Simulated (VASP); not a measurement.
# I (Fm-3m) in VASP: notebook

Runs on I. Level: PBE. Tasks: single point, relaxation of cell and atoms.

All numbers are computed with VASP 6.6.1; they aren't measurements. Logs are shortened: lines on timing, memory, paths and dates and some standing lists are left out, and cuts for length are marked.

**1. The cell of the first run**

The structure is cubic, space group Fm-3m (No. 225). The conventional cell has a = 4.372 Å, b = 4.372 Å, c = 4.372 Å, α = 90.00°, β = 90.00°, γ = 90.00°. I (site symmetry m-3m) has 12 I at 3.09 Å within 4.1 Å.

**2. Single point, PBE**

INCAR reads:

```
  ALGO = Normal
  EDIFF = 1E-6
  ENCUT = 520
  GGA = PE
  ISIF = 2
  ISMEAR = -1
  LASPH = T
  LCHARG = F
  LREAL = F
  LWAVE = F
  NBANDS = 10
  NELM = 80
  PREC = Accurate
  SIGMA = 0.1
```

KPOINTS reads:

```
k-points
0
Gamma
  15 15 15
```

POSCAR reads:

```
I
1.0
    0.0000000000      2.1861857879      2.1861857879
    2.1861857879      0.0000000000      2.1861857879
    2.1861857879      2.1861857879      0.0000000000
I
1
Direct
    0.0000000000      0.0000000000      0.0000000000
```

Potentials or basis: VASP PAW PBE potentials, release 64 (I).

Started as:

```sh
cat potpaw_PBE.64/I/POTCAR > POTCAR
mpirun -np 1 vasp_std > vasp.out
```

OUTCAR:

```text
EDIFF = 1E-6
   ENCUT = 520
   GGA = PE
   ISIF = 2
   ISMEAR = -1
   LASPH = T
   LREAL = F
   NELM = 80
   PREC = Accurate

 ion  position               nearest neighbor table
   1  0.000  0.000  0.000-

  LATTYP: Found a face centered cubic cell.
 ALAT       =     4.3723715758

  Lattice vectors:

 A1 = (   0.0000000000,   2.1861857879,   2.1861857879)
 A2 = (   2.1861857879,   0.0000000000,   2.1861857879)
 A3 = (   2.1861857879,   2.1861857879,   0.0000000000)

Analysis of symmetry for initial positions (statically):
=====================================================================
 Subroutine PRICEL returns:
 Original cell was already a primitive cell.

 Routine SETGRP: Setting up the symmetry group for a
 face centered cubic supercell.

 Subroutine GETGRP returns: Found 48 space group operations
 (whereof 48 operations were pure point group operations)
 out of a pool of 48 trial point group operations.

The static configuration has the point symmetry O_h .

Analysis of symmetry for dynamics (positions and initial velocities):
=====================================================================
 Subroutine PRICEL returns:
 Original cell was already a primitive cell.

 Routine SETGRP: Setting up the symmetry group for a
 face centered cubic supercell.

 Subroutine GETGRP returns: Found 48 space group operations
 (whereof 48 operations were pure point group operations)
 out of a pool of 48 trial point group operations.

The dynamic configuration has the point symmetry O_h .

 Subroutine INISYM returns: Found 48 space group operations
 (whereof 48 operations are pure point group operations),
 and found     1 'primitive' translations

----------------------------------------------------------------------------------------

                                     Primitive cell

  volume of cell :      20.8973

  direct lattice vectors                    reciprocal lattice vectors
     0.000000000  2.186185788  2.186185788    -0.228708833  0.228708833  0.228708833
     2.186185788  0.000000000  2.186185788     0.228708833 -0.228708833  0.228708833
     2.186185788  2.186185788  0.000000000     0.228708833  0.228708833 -0.228708833

  length of vectors
     3.091733591  3.091733591  3.091733591     0.396135319  0.396135319  0.396135319

  position of ions in fractional coordinates (direct lattice)
     0.000000000  0.000000000  0.000000000

  ion indices of the primitive-cell ions
   primitive index   ion index
                 1           1

----------------------------------------------------------------------------------------

 KPOINTS: k-points

Automatic generation of k-mesh.
 Grid dimensions read from file:
 generate k-points for:   15   15   15

 Generating k-lattice:

  Cartesian coordinates                     Fractional coordinates (reciprocal lattice)
    -0.015247256  0.015247256  0.015247256     0.066666667  0.000000000  0.000000000
     0.015247256 -0.015247256  0.015247256     0.000000000  0.066666667  0.000000000
     0.015247256  0.015247256 -0.015247256     0.000000000  0.000000000  0.066666667

  Length of vectors
     0.026409021  0.026409021  0.026409021

  Shift w.r.t. Gamma in fractional coordinates (k-lattice)
     0.000000000  0.000000000  0.000000000

 Subroutine IBZKPT returns following result:
 ===========================================

 Found    120 irreducible k-points:

 Following reciprocal coordinates:
            Coordinates               Weight
  0.000000  0.000000  0.000000      1.000000
  0.066667  0.000000  0.000000      8.000000
  0.133333  0.000000  0.000000      8.000000
  0.200000  0.000000  0.000000      8.000000
  0.266667  0.000000  0.000000      8.000000
  0.333333  0.000000  0.000000      8.000000
[... 16 lines left out ...]
  0.133333  0.133333  0.000000      6.000000
  0.200000  0.133333  0.000000     24.000000
 [... further k-points ...]
   k-points           NKPTS =    120   k-points in BZ     NKDIM =    120   number of bands    NBANDS=     10
   number of dos      NEDOS =    301   number of ions     NIONS =      1
   total plane-waves  NPLWV =  13824
   dimension x,y,z NGX =    24 NGY =   24 NGZ =   24
   dimension x,y,z NGXF=    48 NGYF=   48 NGZF=   48
   ions per type =               1
   NGX,Y,Z   is equivalent  to a cutoff of  12.91, 12.91, 12.91 a.u.
   NGXF,Y,Z  is equivalent  to a cutoff of  25.81, 25.81, 25.81 a.u.
 SYSTEM =  unknown system
   PREC   = accura    normal or accurate (medium, high low for compatibility)
   ISTART =      0    job   : 0-new  1-cont  2-samecut
   ICHARG =      2    charge: 1-file 2-atom 10-const
   ISPIN  =      1    spin polarized calculation?
   LNONCOLLINEAR =      F non collinear calculations
   LSORBIT =      F    spin-orbit coupling
   LASPH  =      T    aspherical Exc in radial PAW
   ENCUT  =  520.0 eV  38.22 Ry    6.18 a.u.   5.75  5.75  5.75*2*pi/ulx,y,z
   NELM   =     80;   NELMIN=  2; NELMDL= -5     # of ELM steps
   EDIFF  = 0.1E-05   stopping-criterion for ELM
   LREAL  =      F    real-space projection
   EDIFFG = 0.1E-04   stopping-criterion for IOM
   NSW    =      0    number of steps for IOM
   IBRION =     -1    ionic relax: 0-MD 1-quasi-New 2-CG
   NFREE  =      0    steps in history (QN), initial steepest desc. (CG)
   ISIF   =      2    stress and relaxation
   ISYM   =      2    0-nonsym 1-usesym 2-fastsym
   POTIM  = 0.5000    time-step for ionic-motion
   TEBEG  =    0.0;   TEEND  =   0.0 temperature during run
   PSTRESS=    0.0 pullay stress
   NELECT =       7.0000    total number of electrons
   NUPDOWN=      -1.0000    fix difference up-down
   EMIN   =  10.00;   EMAX   =-10.00  energy-range for DOS
   EFERMI =   0.00;   METHOD = LEGACY
   ISMEAR =    -1;   SIGMA  =   0.10  broadening in eV -4-tet -1-fermi 0-gaus
   EFERMI_NEDOS =   21; number of points for ismear=-14 and -15
   IALGO  =     38    algorithm
   IMIX   =      4    mixing-type and parameters
     AMIX     =   0.40;   BMIX     =  1.00
     AMIX_MAG =   1.60;   BMIX_MAG =  1.00
  volume/ion in A,a.u.               =      20.90       141.02
  Fermi-wavevector in a.u.,A,eV,Ry     =   1.136956  2.148536 17.587839  1.292670
  Thomas-Fermi vector in A             =   2.273661
   LORBIT       =      0    0 simple, 1 ext, 2 COOP (PROOUT), +10 PAW based schemes
   GGA     = PE    functional components
   LHFCALC =     F    Hartree Fock is set to
   AEXX    =    0.0000 exact exchange contribution
   IVDW    =     0    specifies the selected vdW correction
   LEPSILON=     F    determine dielectric tensor
   LRPA    =     F    only Hartree local field effects (RPA)
 non-spin polarized calculation
  energy-cutoff  :      520.00
  volume of cell :       20.90
 maximum number of plane-waves:       576
   NGX = 11   NGY = 11   NGZ = 11

 number of electron       7.0000000 magnetization

 Free energy of the ion-electron system (eV)
  ---------------------------------------------------
  ext. energy  EPLUGINS =         0.00000000
  ---------------------------------------------------
  free energy    TOTEN  =         0.17443240 eV

  energy without entropy =        0.19423781  energy(sigma->0) =        0.18433510

 E-fermi :  12.8448     XC(G=0): -11.5879

 val. band max:       12.8353683281   @ k =   0.4000   0.2000   0.0667
 cond. band min:      12.8521103470   @ k =  -0.4000   0.0667   0.0000
 fundamental gap:      0.0167420189
 Fermi energy:        12.8447950339

 k-point     1 :       0.0000    0.0000    0.0000
  band No.  band energies     occupation
      1      -5.4028      2.00000
      2      15.5040      0.00000
      3      15.5040      0.00000
      4      15.5040      0.00000
      5      22.2675      0.00000
      6      22.2675      0.00000
      7      22.2675      0.00000
      8      22.8895      0.00000
      9      24.6466      0.00000
     10      28.1444      0.00000

 k-point     2 :       0.0667    0.0000    0.0000
  band No.  band energies     occupation
      1      -5.3026      2.00000
      2      14.6592      0.00000
      3      15.3889      0.00000
      4      15.3889      0.00000
      5      21.4251      0.00000
      6      22.4724      0.00000
      7      22.4724      0.00000
      8      24.3053      0.00000
      9      25.1488      0.00000
     10      26.7985      0.00000

 k-point     3 :       0.1333    0.0000    0.0000
  band No.  band energies     occupation
      1      -5.0037      2.00000
      2      12.7593      1.40308
      3      15.0934      0.00000
      4      15.0934      0.00000
      5      20.7940      0.00000
      6      22.9431      0.00000
      7      22.9431      0.00000
      8      25.5821      0.00000
      9      25.7060      0.00000
     10      25.7062      0.00000

 k-point     4 :       0.2000    0.0000    0.0000
  band No.  band energies     occupation
      1      -4.5122      2.00000
      2      10.5620      2.00000
      3      14.7182      0.00000
      4      14.7182      0.00000
      5      20.3768      0.00000
      6      23.0933      0.00000
      7      23.0933      0.00000
      8      25.2542      0.00000
      9      25.4825      0.00000
     10      25.4825      0.00000
[... 222 lines left out ...]
 k-point    22 :      -0.0667    0.0667    0.0000
  band No.  band energies     occupation
      1      -5.1361      2.00000
      2      13.8338      0.00010
      3      14.5598      0.00000
      4      15.5018      0.00000
      5      21.0668      0.00000
      6      22.4691      0.00000
      7      22.9876      0.00000
      8      25.2966      0.00000
      9      25.4563      0.00000
     10      25.6063      0.00000

 k-point    23 :       0.1333    0.1333    0.0000
  band No.  band energies     occupation
      1      -4.8700      2.00000
      2      13.6617      0.00057
      3      14.0451      0.00001
      4      14.0451      0.00001
      5      19.5105      0.00000
      6      22.5410      0.00000
      7      24.3496      0.00000
      8      24.3496      0.00000
      9      26.6061      0.00000
     10      27.3024      0.00000

 k-point    24 :       0.2000    0.1333    0.0000
  band No.  band energies     occupation
      1      -4.5077      2.00000
      2      11.9890      1.99962
      3      13.5221      0.00229
      4      13.9023      0.00005
      5      19.2704      0.00000
      6      21.4747      0.00000
      7      24.5773      0.00000
      8      25.0833      0.00000
      9      27.8401      0.00000
     10      27.8452      0.00000

 [... further k-points ...]
[... 5 lines left out ...]
  --------------------------------------------------------------------------------------
  -------------------------------------------------------------------------------------
  Total        6.0986479      6.0986479      6.0986479      0.0000000      0.0000000     -0.0000000
  in kB      467.5767909    467.5767909    467.5767909      0.0000000      0.0000000     -0.0000000
  external PRESSURE =     467.5767909 kB  Pullay stress =       0.0000000 kB

 VOLUME and BASIS-vectors are now :
 -----------------------------------------------------------------------------
  energy-cutoff  :      520.00
  volume of cell :       20.90
      direct lattice vectors                 reciprocal lattice vectors
     0.000000000  2.186185788  2.186185788    -0.228708833  0.228708833  0.228708833
     2.186185788  0.000000000  2.186185788     0.228708833 -0.228708833  0.228708833
     2.186185788  2.186185788  0.000000000     0.228708833  0.228708833 -0.228708833

 POSITION                                       TOTAL-FORCE (eV/Angst)
 -----------------------------------------------------------------------------------
      0.00000      0.00000      0.00000         0.000000      0.000000      0.000000
 -----------------------------------------------------------------------------------
    total drift:                               -0.000000      0.000000      0.000000

  FREE ENERGIE OF THE ION-ELECTRON SYSTEM (eV)
  ---------------------------------------------------
  free  energy   TOTEN  =         0.1744324019 eV

  energy  without entropy=        0.1942378072  energy(sigma->0) =        0.18433510
```

Wall time 16 s (1 thread of AMD EPYC 7R43 (Zen 3), shared host); peak memory 0.12 GiB.

Results:

```
Free energy : 0.1744 eV
Pressure    : 46.8 GPa
```

Caveat: spin-orbit coupling is left out, which moves the levels of the heavy elements; an odd number of electrons without spin polarisation forces a metal; a magnetic or distorted state may lie lower.

**3. Relaxation of cell and atoms, PBE, target pressure 47 GPa, at which the enthalpy is minimised**

INCAR reads:

```
PREC = Accurate ; ENCUT = 600
EDIFF = 1E-6 ; ISMEAR = -1
SIGMA = 0.1 ; LREAL = F
LASPH = T ; NELM = 100
ALGO = Normal ; ISIF = 3
LWAVE = F ; LCHARG = F
GGA = PE ; IBRION = 2
NSW = 60 ; EDIFFG = -0.005
PSTRESS = 470.0
```

KPOINTS reads:

```
regular mesh
0
Gamma
  15 15 15
```

POSCAR reads:

```
I
1.0
    0.0000000000      2.1871838492      2.1871838492
    2.1871838492      0.0000000000      2.1871838492
    2.1871838492      2.1871838492      0.0000000000
I
1
Direct
    0.0000000000      0.0000000000      0.0000000000
```

Potentials or basis: VASP PAW PBE potentials, release 64 (I).

Started as:

```sh
cat potpaw_PBE.64/I/POTCAR > POTCAR
mpirun -np 1 vasp_std > vasp.out
```

It took 39 s on 1 thread of AMD EPYC 7R43 (Zen 3), shared host; peak memory 0.14 GiB.

It converged, with:

| Property | Result |
| --- | --- |
| Free energy | 0.1820 eV |
| Relaxed volume | 20.87 Å³/atom |
| Relaxed cell | a = 3.090 Å, b = 3.090 Å, c = 3.090 Å, α = 60.00°, β = 60.00°, γ = 60.00° |
| Space group after relaxing (to 0.05 Å) | Fm-3m (No. 225) |
| Energy change on relaxing (the enthalpy is what falls) | +15.9 meV/atom |
| Ionic steps | 3 |
| Pressure after relaxing | 47.0 GPa |

Step by step:
```
step  energy change (eV)  largest force (eV/Å)  pressure (GPa)  volume (Å³)
   1              0.0000                0.0000           46.47        20.93
   2              0.0618                0.0000           48.58        20.72
   3              0.0159                0.0000           47.03        20.87
```

Final structure:
```yaml
crystal:
  lattice:
    - [0.00000, 2.18528, 2.18528]
    - [2.18528, 0.00000, 2.18528]
    - [2.18528, 2.18528, 0.00000]
  atoms:
    - { symbol: I, position: [0.00000, 0.00000, 0.00000] }
```

Levels at points of the mesh, in eV from the Fermi level:
| k point | band 1 | band 2 | band 3 | band 4 | band 5 | band 6 | band 7 |
| --- | --- | --- | --- | --- | --- | --- | --- |
| (0.00, 0.00, 0.00) | -18.26 | 2.67 | 2.67 | 2.67 | 9.42 | 9.42 | 9.42 |

Caveat: the cell is relaxed towards a set pressure, so the enthalpy falls and the energy may rise; spin-orbit coupling is left out, which moves the levels of the heavy elements; an odd number of electrons without spin polarisation forces a metal; a magnetic or distorted state may lie lower.
